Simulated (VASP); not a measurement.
# P (P6_222) in VASP: a series of runs

Runs on P. Level: PBE. Tasks: single point, relaxation of cell and atoms.

All numbers are computed with VASP 6.6.1; they aren't measurements. Logs are shortened: lines on timing, memory, paths and dates and some standing lists are left out, and cuts for length are marked.

**1. The cell of the first run**

It takes space group P6_222 (No. 180, hexagonal). Conventional cell: a = 3.356 Å, b = 3.356 Å, c = 11.941 Å, α = 90.00°, β = 90.00°, γ = 120.00°. P (site symmetry 2) has 4 P at 2.11 to 2.20 Å within 2.8 Å. P (site symmetry 222) has 4 P at 2.11 Å within 2.8 Å.

The cell was generated, and may not be a known phase.

**2. Single point, PBE**

File INCAR:

```
SYSTEM = P
PREC = Accurate ; ENCUT = 520
EDIFF = 1E-6 ; ISMEAR = 0
SIGMA = 0.1 ; LREAL = .FALSE.
LASPH = .TRUE. ; NELM = 100
ALGO = Normal ; ISIF = 2
LWAVE = .FALSE. ; LCHARG = .FALSE.
GGA = PE ; NBANDS = 32
```

File KPOINTS:

```
regular mesh
0
G
  6 6 2
  0 0 0
```

File POSCAR:

```
P
1.0
    3.3564032400      0.0000000000      0.0000000000
   -1.6782016200      2.9067304700      0.0000000000
    0.0000000000      0.0000000000     11.9406135200
P
9
Direct
    0.5000000000      0.5000000000      0.0597290300
    0.5000000000      0.0000000000      0.7263957000
    0.0000000000      0.5000000000      0.3930623700
    0.5000000000      0.5000000000      0.6069376300
    0.5000000000      0.0000000000      0.2736043000
    0.0000000000      0.5000000000      0.9402709700
    0.0000000000      0.0000000000      0.5000000000
    0.0000000000      0.0000000000      0.1666666700
    0.0000000000      0.0000000000      0.8333333300
```

Potentials or basis: VASP PAW PBE potentials, release 64 (P).

The run is started by

```bash
cat potpaw_PBE.64/P/POTCAR > POTCAR
mpirun -np 1 vasp_std > vasp.out
```

OUTCAR:

```text
SYSTEM = P
   PREC = Accurate
   ENCUT = 520
   EDIFF = 1E-6
   ISMEAR = 0
   LREAL = .FALSE.
   LASPH = .TRUE.
   NELM = 100
   ISIF = 2
   GGA = PE

 ion  position               nearest neighbor table
   1  0.500  0.500  0.060-   8 2.11   8 2.11   6 2.20   6 2.20
   2  0.500  0.000  0.726-   9 2.11   9 2.11   4 2.20   4 2.20
   3  0.000  0.500  0.393-   7 2.11   7 2.11   5 2.20   5 2.20
   4  0.500  0.500  0.607-   7 2.11   7 2.11   2 2.20   2 2.20
   5  0.500  0.000  0.274-   8 2.11   8 2.11   3 2.20   3 2.20
   6  0.000  0.500  0.940-   9 2.11   9 2.11   1 2.20   1 2.20
   7  0.000  0.000  0.500-   3 2.11   4 2.11   3 2.11   4 2.11
   8  0.000  0.000  0.167-   5 2.11   5 2.11   1 2.11   1 2.11
   9  0.000  0.000  0.833-   2 2.11   2 2.11   6 2.11   6 2.11

  LATTYP: Found a hexagonal cell.
 ALAT       =     3.3564032400
 C/A-ratio  =     3.5575622672

  Lattice vectors:

 A1 = (   3.3564032400,   0.0000000000,   0.0000000000)
 A2 = (  -1.6782016200,   2.9067304700,   0.0000000000)
 A3 = (   0.0000000000,   0.0000000000,  11.9406135200)

Analysis of symmetry for initial positions (statically):
=====================================================================
 Subroutine PRICEL returns:
 Original cell was already a primitive cell.

 Routine SETGRP: Setting up the symmetry group for a
 hexagonal supercell.

 Subroutine GETGRP returns: Found 12 space group operations
 (whereof  4 operations were pure point group operations)
 out of a pool of 24 trial point group operations.

The static configuration has the point symmetry D_2 .
 The point group associated with its full space group is D_6 .

Analysis of symmetry for dynamics (positions and initial velocities):
=====================================================================
 Subroutine PRICEL returns:
 Original cell was already a primitive cell.

 Routine SETGRP: Setting up the symmetry group for a
 hexagonal supercell.

 Subroutine GETGRP returns: Found 12 space group operations
 (whereof  4 operations were pure point group operations)
 out of a pool of 24 trial point group operations.

The dynamic configuration has the point symmetry D_2 .
 The point group associated with its full space group is D_6 .

 Subroutine INISYM returns: Found 12 space group operations
 (whereof  4 operations are pure point group operations),
 and found     1 'primitive' translations

----------------------------------------------------------------------------------------

                                     Primitive cell

  volume of cell :     116.4945

  direct lattice vectors                    reciprocal lattice vectors
     3.356403240  0.000000000  0.000000000     0.297937980  0.172014573  0.000000000
    -1.678201620  2.906730470  0.000000000     0.000000000  0.344029146  0.000000000
     0.000000000  0.000000000 11.940613520     0.000000000  0.000000000  0.083747791

  length of vectors
     3.356403240  3.356403239 11.940613520     0.344029145  0.344029146  0.083747791

  position of ions in fractional coordinates (direct lattice)
     0.500000000  0.500000000  0.059729030
     0.500000000  0.000000000  0.726395700
     0.000000000  0.500000000  0.393062370
     0.500000000  0.500000000  0.606937630
     0.500000000  0.000000000  0.273604300
     0.000000000  0.500000000  0.940270970
     0.000000000  0.000000000  0.500000000
     0.000000000  0.000000000  0.166666670
     0.000000000  0.000000000  0.833333330

  ion indices of the primitive-cell ions
   primitive index   ion index
                 1           1
                 2           2
                 3           3
                 4           4
                 5           5
                 6           6
                 7           7
                 8           8
                 9           9

----------------------------------------------------------------------------------------

 KPOINTS: regular mesh

Automatic generation of k-mesh.
 Grid dimensions read from file:
 generate k-points for:    6    6    2

 Generating k-lattice:

  Cartesian coordinates                     Fractional coordinates (reciprocal lattice)
     0.049656330  0.028669095  0.000000000     0.166666667  0.000000000  0.000000000
     0.000000000  0.057338191  0.000000000     0.000000000  0.166666667  0.000000000
     0.000000000  0.000000000  0.041873895     0.000000000  0.000000000  0.500000000

  Length of vectors
     0.057338191  0.057338191  0.041873895

  Shift w.r.t. Gamma in fractional coordinates (k-lattice)
     0.000000000  0.000000000  0.000000000

 Subroutine IBZKPT returns following result:
 ===========================================

 Found     14 irreducible k-points:

 Following reciprocal coordinates:
            Coordinates               Weight
  0.000000  0.000000  0.000000      1.000000
  0.166667  0.000000  0.000000      6.000000
  0.333333  0.000000  0.000000      6.000000
  0.500000  0.000000  0.000000      3.000000
  0.166667  0.166667  0.000000      6.000000
  0.333333  0.166667  0.000000     12.000000
  0.333333  0.333333  0.000000      2.000000
  0.000000  0.000000  0.500000      1.000000
  0.166667  0.000000  0.500000      6.000000
  0.333333  0.000000  0.500000      6.000000
  0.500000  0.000000  0.500000      3.000000
  0.166667  0.166667  0.500000      6.000000
  0.333333  0.166667  0.500000     12.000000
  0.333333  0.333333  0.500000      2.000000
   k-points           NKPTS =     14   k-points in BZ     NKDIM =     14   number of bands    NBANDS=     32
   number of dos      NEDOS =    301   number of ions     NIONS =      9
   total plane-waves  NPLWV =  70560
   dimension x,y,z NGX =    28 NGY =   28 NGZ =   90
   dimension x,y,z NGXF=    56 NGYF=   56 NGZF=  180
   ions per type =               9
   NGX,Y,Z   is equivalent  to a cutoff of  13.87, 13.87, 12.53 a.u.
   NGXF,Y,Z  is equivalent  to a cutoff of  27.74, 27.74, 25.06 a.u.
 SYSTEM =  P
   PREC   = accura    normal or accurate (medium, high low for compatibility)
   ISTART =      0    job   : 0-new  1-cont  2-samecut
   ICHARG =      2    charge: 1-file 2-atom 10-const
   ISPIN  =      1    spin polarized calculation?
   LNONCOLLINEAR =      F non collinear calculations
   LSORBIT =      F    spin-orbit coupling
   LASPH  =      T    aspherical Exc in radial PAW
   ENCUT  =  520.0 eV  38.22 Ry    6.18 a.u.   6.24  6.24 22.20*2*pi/ulx,y,z
   NELM   =    100;   NELMIN=  2; NELMDL= -5     # of ELM steps
   EDIFF  = 0.1E-05   stopping-criterion for ELM
   LREAL  =      F    real-space projection
   EDIFFG = 0.1E-04   stopping-criterion for IOM
   NSW    =      0    number of steps for IOM
   IBRION =     -1    ionic relax: 0-MD 1-quasi-New 2-CG
   NFREE  =      0    steps in history (QN), initial steepest desc. (CG)
   ISIF   =      2    stress and relaxation
   ISYM   =      2    0-nonsym 1-usesym 2-fastsym
   POTIM  = 0.5000    time-step for ionic-motion
   TEBEG  =    0.0;   TEEND  =   0.0 temperature during run
   PSTRESS=    0.0 pullay stress
   NELECT =      45.0000    total number of electrons
   NUPDOWN=      -1.0000    fix difference up-down
   EMIN   =  10.00;   EMAX   =-10.00  energy-range for DOS
   EFERMI =   0.00;   METHOD = LEGACY
   ISMEAR =     0;   SIGMA  =   0.10  broadening in eV -4-tet -1-fermi 0-gaus
   EFERMI_NEDOS =   21; number of points for ismear=-14 and -15
   IALGO  =     38    algorithm
   IMIX   =      4    mixing-type and parameters
     AMIX     =   0.40;   BMIX     =  1.00
     AMIX_MAG =   1.60;   BMIX_MAG =  1.00
  volume/ion in A,a.u.               =      12.94        87.35
  Fermi-wavevector in a.u.,A,eV,Ry     =   1.192277  2.253077 19.341013  1.421524
  Thomas-Fermi vector in A             =   2.328319
   LORBIT       =      0    0 simple, 1 ext, 2 COOP (PROOUT), +10 PAW based schemes
   GGA     = PE    functional components
   LHFCALC =     F    Hartree Fock is set to
   AEXX    =    0.0000 exact exchange contribution
   IVDW    =     0    specifies the selected vdW correction
   LEPSILON=     F    determine dielectric tensor
   LRPA    =     F    only Hartree local field effects (RPA)
 non-spin polarized calculation
 Gauss-broadening in eV      SIGMA  =   0.10
  energy-cutoff  :      520.00
  volume of cell :      116.49
 maximum number of plane-waves:      3165
 NGX is ok and might be reduce to    28
   NGX = 13   NGY = 13   NGZ = 45

 number of electron      44.9999998 magnetization

 Free energy of the ion-electron system (eV)
  ---------------------------------------------------
  ext. energy  EPLUGINS =         0.00000000
  ---------------------------------------------------
  free energy    TOTEN  =       -41.61676038 eV

  energy without entropy =      -41.59601781  energy(sigma->0) =      -41.60638910

 E-fermi :  11.6331     XC(G=0): -11.7478

 val. band max:       11.5995304898   @ k =   0.5000   0.0000   0.5000
 cond. band min:      11.6474226340   @ k =   0.1667   0.1667   0.5000
 fundamental gap:      0.0478921442
 Fermi energy:        11.6330855654

 k-point     1 :       0.0000    0.0000    0.0000
  band No.  band energies     occupation
      1      -6.8545      2.00000
      2      -5.9184      2.00000
      3      -5.9184      2.00000
      4      -3.0452      2.00000
      5      -3.0452      2.00000
      6       1.2844      2.00000
[... 24 lines left out ...]
     31      14.4293      0.00000
     32      14.5845      0.00000

 k-point     2 :       0.1667    0.0000    0.0000
  band No.  band energies     occupation
      1      -6.4259      2.00000
      2      -5.5123      2.00000
      3      -5.4890      2.00000
      4      -2.7195      2.00000
      5      -2.6324      2.00000
      6       1.4586      2.00000
[... 24 lines left out ...]
     31      14.6550      0.00000
     32      14.9423      0.00000
[... 383 lines left out ...]
     31      16.2842      0.00000
     32      16.5339      0.00000

 k-point    14 :       0.3333    0.3333    0.5000
  band No.  band energies     occupation
      1      -2.4661      2.00000
      2      -2.4661      2.00000
      3      -2.2114      2.00000
      4      -1.9743      2.00000
      5      -1.9743      2.00000
      6      -1.1631      2.00000
[... 24 lines left out ...]
     31      16.0769      0.00000
     32      16.7626      0.00000

------------------------ aborting loop because EDIFF is reached ----------------------------------------

  FORCE on cell =-STRESS in cart. coord.  units (eV):
  Direction    XX          YY          ZZ          XY          YZ          ZX
  --------------------------------------------------------------------------------------
  -------------------------------------------------------------------------------------
  Total       21.4131563     21.4131563     32.4149521      0.0000000      0.0000000      0.0000000
  in kB      294.5002941    294.5002938    445.8106405      0.0000000      0.0000000      0.0000000
  external PRESSURE =     344.9370761 kB  Pullay stress =       0.0000000 kB

 VOLUME and BASIS-vectors are now :
 -----------------------------------------------------------------------------
  energy-cutoff  :      520.00
  volume of cell :      116.49
      direct lattice vectors                 reciprocal lattice vectors
     3.356403240  0.000000000  0.000000000     0.297937980  0.172014573  0.000000000
    -1.678201620  2.906730470  0.000000000     0.000000000  0.344029146  0.000000000
     0.000000000  0.000000000 11.940613520     0.000000000  0.000000000  0.083747791

 POSITION                                       TOTAL-FORCE (eV/Angst)
 -----------------------------------------------------------------------------------
      0.83910      1.45337      0.71320         0.000000      0.000000     -1.326554
      1.67820      0.00000      8.67361         0.000000      0.000000     -1.326554
     -0.83910      1.45337      4.69341        -0.000000      0.000000     -1.326554
      0.83910      1.45337      7.24721         0.000000     -0.000000      1.326554
      1.67820      0.00000      3.26700         0.000000     -0.000000      1.326554
     -0.83910      1.45337     11.22741        -0.000000      0.000000      1.326554
      0.00000      0.00000      5.97031        -0.000000      0.000000     -0.000000
      0.00000      0.00000      1.99010         0.000000      0.000000     -0.000000
      0.00000      0.00000      9.95051         0.000000      0.000000     -0.000000
 -----------------------------------------------------------------------------------
    total drift:                               -0.000000      0.000000     -0.000031

  FREE ENERGIE OF THE ION-ELECTRON SYSTEM (eV)
  ---------------------------------------------------
  free  energy   TOTEN  =       -41.6167603784 eV

  energy  without entropy=      -41.5960178135  energy(sigma->0) =      -41.60638910
```

It took 70 s on 1 thread of Intel Xeon Platinum 8259CL at 2.50GHz (Skylake/Cascade Lake), shared host; peak memory 0.24 GiB.

What came out:

```yaml
Free_energy: -41.6168 eV
Pressure: 34.5 GPa
Largest_force: 1.327 eV/Å
Band_gap_on_the_k_mesh: zero (an odd number of electrons rules out a gap without spin polarisation)
```

Forces in eV/Å, atoms in the order of the input:
```
P    0.000  0.000 -1.327
P    0.000  0.000 -1.327
P    0.000  0.000 -1.327
P    0.000  0.000  1.327
P    0.000  0.000  1.327
P    0.000  0.000  1.327
P    0.000  0.000  0.000
P    0.000  0.000  0.000
P    0.000  0.000  0.000
```

Stress tensor (GPa, compression positive):
```
29.45  0.00  0.00
 0.00 29.45  0.00
 0.00  0.00 44.58
```

Caveat: the k points lie up to 0.36 Å⁻¹ apart, too coarse for converged energies and pressures of a metal; an odd number of electrons without spin polarisation forces a metal; a magnetic or distorted state may lie lower.

**3. Single point, PBE**

This run uses another cell than the first one, of 16.38 Å³/atom.

File INCAR:

```
SYSTEM = P
PREC = Accurate
ENCUT = 520
EDIFF = 1E-7
ISMEAR = 0
SIGMA = 0.1
LREAL = .FALSE.
LASPH = .TRUE.
NELM = 100
ALGO = Normal
ISIF = 2
LWAVE = .FALSE.
LCHARG = .FALSE.
GGA = PE
NBANDS = 32
```

File KPOINTS:

```
Automatic mesh
0
G
  6 6 2
  0 0 0
```

File POSCAR:

```
P
1.0
    3.4782088739      0.0000000000      0.0000000000
   -1.7391044370      3.0122172445      0.0000000000
    0.0000000000      0.0000000000     14.0733043182
P
9
Direct
    0.5000000000      0.5000000000      0.0545731453
    0.5000000000      0.0000000000      0.7212398120
    0.0000000000      0.5000000000      0.3879064786
    0.5000000000      0.5000000000      0.6120935214
    0.5000000000      0.0000000000      0.2787601880
    0.0000000000      0.5000000000      0.9454268547
    0.0000000000      0.0000000000      0.5000000000
    0.0000000000      0.0000000000      0.1666666667
    0.0000000000      0.0000000000      0.8333333333
```

Potentials or basis: VASP PAW PBE potentials, release 64 (P).

The run is started by

```bash
cat potpaw_PBE.64/P/POTCAR > POTCAR
mpirun -np 1 vasp_std > vasp.out
```

It took 1.7 min on 1 thread of Intel Xeon Platinum 8259CL at 2.50GHz (Skylake/Cascade Lake), shared host; peak memory 0.27 GiB.

Results (log left out):

```yaml
Free_energy: -45.1725 eV
Pressure: -0.2 GPa
Largest_force: 0.012 eV/Å
Band_gap_on_the_k_mesh: zero (an odd number of electrons rules out a gap without spin polarisation)
```

Forces in eV/Å, atoms in the order of the input:
```
P    0.000  0.000 -0.012
P    0.000  0.000 -0.012
P    0.000  0.000 -0.012
P    0.000  0.000  0.012
P    0.000  0.000  0.012
P    0.000  0.000  0.012
P    0.000  0.000  0.000
P    0.000  0.000  0.000
P    0.000  0.000  0.000
```

Stress tensor (GPa, compression positive):
```
-0.07  0.00  0.00
 0.00 -0.07  0.00
 0.00  0.00 -0.33
```

Levels at points of the mesh, in eV from the Fermi level:
| k point | band 20 | band 21 | band 22 | band 23 | band 24 | band 25 | band 26 | band 27 |
| --- | --- | --- | --- | --- | --- | --- | --- | --- |
| (0.00, 0.00, 0.00) | -1.09 | 0.80 | 0.95 | 1.24 | 1.24 | 1.30 | 1.73 | 1.73 |
| (0.50, 0.00, 0.00) | -1.97 | -1.68 | -1.21 | -0.84 | -0.70 | 0.57 | 0.95 | 1.03 |
| (0.00, 0.00, 0.50) | 0.06 | 0.06 | 1.10 | 1.10 | 1.32 | 1.32 | 1.70 | 2.13 |
| (0.50, 0.00, 0.50) | -1.57 | -1.35 | -1.11 | -0.85 | -0.47 | 0.03 | 0.43 | 1.10 |

Caveat: an odd number of electrons without spin polarisation forces a metal; a magnetic or distorted state may lie lower.

[end of part 1 of 2]

The gap in the log of VASP goes by the Fermi energy; the results here count the filled bands.